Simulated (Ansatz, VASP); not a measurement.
WS2: VASP beside Ansatz

```
S W
1.0
     1.57900    0.91164    6.16333
    -1.57900    0.91164    6.16333
     0.00000   -1.82327    6.16333
S W
2 1
Cartesian
  0.0000 0.0000 7.7473
  0.0000 0.0000 4.6170
  0.0000 0.0000 0.0000
```

Alike in both runs: task single point; functional LDA; k mesh 10 × 10 × 10; occupations gaussian, width 0.1 eV; no spin polarisation.

|  | VASP | Ansatz |
| --- | --- | --- |
| version | VASP 6.6.1 | Ansatz 0.2.0 |
| potentials or method | VASP PAW LDA potentials, release 64 (S, W_sv) | Ansatz PAW |
| plane-wave cutoff (eV) | 520 | 420 |
| valence electrons in the cell | 26 | 26 |

Ansatz gave:

- gap on the k mesh at the Fermi level (eV): 0.98
- least direct gap on the mesh (eV): 2.22
- pressure (GPa): -3.7
- rms of the force components (eV/Å): 0.271

Task: What did VASP give for the same quantities?

Result: gap on the k mesh at the Fermi level (eV): 0.99; least direct gap on the mesh (eV): 2.23; pressure (GPa): -3.3; rms of the force components (eV/Å): 0.263.

LDA's correlation is that of Perdew and Zunger in VASP and of Perdew and Wang (1992) in Ansatz.

Spin-orbit coupling is off throughout.
